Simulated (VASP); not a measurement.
# Si2Br (P4_2/mmc) in VASP: a series of runs, part 2 of 2

VASP 6.6.1.

## Step 3: Relaxation of cell and atoms, PBE

INCAR

```
PREC     = Accurate       # precision mode
ENCUT    = 600            # plane-wave cutoff, eV
EDIFF    = 1E-6           # SCF threshold, eV
ISMEAR   = 0              # smearing method
SIGMA    = 0.1            # smearing width, eV
LREAL    = False          # projectors in reciprocal space
LASPH    = True           # aspherical terms in the spheres
NELM     = 100            # most SCF steps
ALGO     = Normal         # electronic algorithm
ISIF     = 3              # what is computed and relaxed
LWAVE    = False          # write WAVECAR
LCHARG   = False          # write CHGCAR
GGA      = PE             # functional
IBRION   = 2              # ionic algorithm
NSW      = 100            # ionic steps
EDIFFG   = -0.01          # ionic threshold
```

KPOINTS

```
regular mesh
0
Gamma
  8 8 6
```

POSCAR

```
Si2Br
1.0
    5.2617145023      0.0000000000      0.0000000000
    0.0000000000      5.2617145023      0.0000000000
    0.0000000000      0.0000000000      7.1471567144
Si Br
4 2
Direct
    0.5000000000      0.0000000000      0.6672363771
    0.0000000000      0.5000000000      0.8327636229
    0.0000000000      0.5000000000      0.1672363771
    0.5000000000      0.0000000000      0.3327636229
    0.5000000000      0.5000000000      0.7500000000
    0.5000000000      0.5000000000      0.2500000000
```

Potentials or basis: VASP PAW PBE potentials, release 64 (Si, Br).

The run is started by

```console
$ cat potpaw_PBE.64/Si/POTCAR potpaw_PBE.64/Br/POTCAR > POTCAR
$ mpirun -np 1 vasp_std > vasp.out
```

OUTCAR:

```text
PREC = Accurate
   ENCUT = 600
   EDIFF = 1E-6
   ISMEAR = 0
   LREAL = False
   LASPH = True
   NELM = 100
   ISIF = 3
   GGA = PE
   IBRION = 2
   NSW = 100
   EDIFFG = -0.01

 ion  position               nearest neighbor table
   1  0.500  0.000  0.667-   4 2.39   5 2.70   5 2.70
   2  0.000  0.500  0.833-   3 2.39   5 2.70   5 2.70
   3  0.000  0.500  0.167-   2 2.39   6 2.70   6 2.70
   4  0.500  0.000  0.333-   1 2.39   6 2.70   6 2.70
   5  0.500  0.500  0.750-   1 2.70   2 2.70   1 2.70   2 2.70
   6  0.500  0.500  0.250-   3 2.70   4 2.70   4 2.70   3 2.70

  LATTYP: Found a simple tetragonal cell.
 ALAT       =     5.2617145023
 C/A-ratio  =     1.3583322910

  Lattice vectors:

 A1 = (   5.2617145023,   0.0000000000,   0.0000000000)
 A2 = (   0.0000000000,   5.2617145023,   0.0000000000)
 A3 = (   0.0000000000,   0.0000000000,   7.1471567144)

Analysis of symmetry for initial positions (statically):
=====================================================================
 Subroutine PRICEL returns:
 Original cell was already a primitive cell.

 Routine SETGRP: Setting up the symmetry group for a
 simple tetragonal supercell.

 Subroutine GETGRP returns: Found 16 space group operations
 (whereof  8 operations were pure point group operations)
 out of a pool of 16 trial point group operations.

The static configuration has the point symmetry D_2h.
 The point group associated with its full space group is D_4h.

Analysis of symmetry for dynamics (positions and initial velocities):
=====================================================================
 Subroutine PRICEL returns:
 Original cell was already a primitive cell.

 Routine SETGRP: Setting up the symmetry group for a
 simple tetragonal supercell.

 Subroutine GETGRP returns: Found 16 space group operations
 (whereof  8 operations were pure point group operations)
[... 133 lines left out ...]
  Fermi-wavevector in a.u.,A,eV,Ry     =   0.872943  1.649623 10.368044  0.762030
  Thomas-Fermi vector in A             =   1.992264
   LORBIT       =      0    0 simple, 1 ext, 2 COOP (PROOUT), +10 PAW based schemes
   GGA     = PE    functional components
   LHFCALC =     F    Hartree Fock is set to
   AEXX    =    0.0000 exact exchange contribution
   IVDW    =     0    specifies the selected vdW correction
   LEPSILON=     F    determine dielectric tensor
   LRPA    =     F    only Hartree local field effects (RPA)
 conjugate gradient relaxation of ions
 non-spin polarized calculation
 Gauss-broadening in eV      SIGMA  =   0.10
  energy-cutoff  :      600.00
  volume of cell :      197.87
 maximum number of plane-waves:      6657
   NGX = 21   NGY = 21   NGZ = 29

 number of electron      29.9999998 magnetization

 Free energy of the ion-electron system (eV)
  ---------------------------------------------------
  ext. energy  EPLUGINS =         0.00000000
  ---------------------------------------------------
  free energy    TOTEN  =       -18.92177450 eV

  energy without entropy =      -18.89627023  energy(sigma->0) =      -18.90902236

 E-fermi :   1.7176     XC(G=0):  -7.6701

 val. band max:        1.7128510304   @ k =   0.3750   0.0000   0.5000
 cond. band min:       1.7341662875   @ k =   0.3750   0.1250   0.3333
 fundamental gap:      0.0213152571
 Fermi energy:         1.7176104792

 k-point     1 :       0.0000    0.0000    0.0000
  band No.  band energies     occupation
      1     -14.5323      2.00000
      2     -14.2048      2.00000
      3      -6.2420      2.00000
      4      -5.9352      2.00000
      5      -3.9171      2.00000
      6      -3.9171      2.00000
[... 505 lines left out ...]
      6      -3.9093      2.00000
[... 11 lines left out ...]
     18       3.0096      0.00000
     19       4.1908      0.00000

 [... further k-points ...]

------------------------ aborting loop because EDIFF is reached ----------------------------------------

  FORCE on cell =-STRESS in cart. coord.  units (eV):
  Direction    XX          YY          ZZ          XY          YZ          ZX
  --------------------------------------------------------------------------------------
  -------------------------------------------------------------------------------------
  Total        0.0191264      0.0191264     -0.0567442      0.0000000      0.0000000      0.0000000
  in kB        0.1548663      0.1548663     -0.4594562      0.0000000      0.0000000      0.0000000
  external PRESSURE =      -0.0499078 kB  Pullay stress =       0.0000000 kB

 VOLUME and BASIS-vectors are now :
 -----------------------------------------------------------------------------
  energy-cutoff  :      600.00
  volume of cell :      197.87
      direct lattice vectors                 reciprocal lattice vectors
     5.261714502  0.000000000  0.000000000     0.190052121  0.000000000  0.000000000
     0.000000000  5.261714502  0.000000000     0.000000000  0.190052121  0.000000000
     0.000000000  0.000000000  7.147156714     0.000000000  0.000000000  0.139915779

 POSITION                                       TOTAL-FORCE (eV/Angst)
 -----------------------------------------------------------------------------------
      2.63086      0.00000      4.76884         0.000000      0.000000     -0.005109
      0.00000      2.63086      5.95189         0.000000      0.000000      0.005109
      0.00000      2.63086      1.19526         0.000000      0.000000     -0.005109
      2.63086      0.00000      2.37831         0.000000      0.000000      0.005109
      2.63086      2.63086      5.36037         0.000000      0.000000      0.000000
      2.63086      2.63086      1.78679         0.000000      0.000000      0.000000
 -----------------------------------------------------------------------------------
    total drift:                                0.000000     -0.000000     -0.000000

  FREE ENERGIE OF THE ION-ELECTRON SYSTEM (eV)
  ---------------------------------------------------
  free  energy   TOTEN  =       -18.9217745004 eV

  energy  without entropy=      -18.8962702292  energy(sigma->0) =      -18.90902236

 reached required accuracy - stopping structural energy minimisation
```

It took 2.7 min on 1 thread of Intel Xeon Platinum 8488C (Sapphire Rapids), shared host; peak memory 0.45 GiB.

Results:

```yaml
Free_energy: -18.9218 eV
Pressure_after_relaxing: 0.0 GPa
Largest_force_after_relaxing: 0.005 eV/Å
Band_gap_on_the_k_mesh: zero (bands 15 and 16 overlap by 1.21 eV)
```

Forces in eV/Å, atoms in the order of the input:
```
Si   0.000  0.000 -0.005
Si   0.000  0.000  0.005
Si   0.000  0.000 -0.005
Si   0.000  0.000  0.005
Br   0.000  0.000  0.000
Br   0.000  0.000  0.000
```

Final structure:
```yaml
crystal:
  lattice:
    - [5.26171, 0.00000, 0.00000]
    - [0.00000, 5.26171, 0.00000]
    - [0.00000, 0.00000, 7.14716]
  atoms:
    - { symbol: Si, position: [0.50000, 0.00000, 0.66724] }
    - { symbol: Si, position: [0.00000, 0.50000, 0.83276] }
    - { symbol: Si, position: [0.00000, 0.50000, 0.16724] }
    - { symbol: Si, position: [0.50000, 0.00000, 0.33276] }
    - { symbol: Br, position: [0.50000, 0.50000, 0.75000] }
    - { symbol: Br, position: [0.50000, 0.50000, 0.25000] }
```

Caveat: the relaxation stopped at its first step, so nothing moved.

The gap in the log of VASP goes by the Fermi energy; the results here count the filled bands.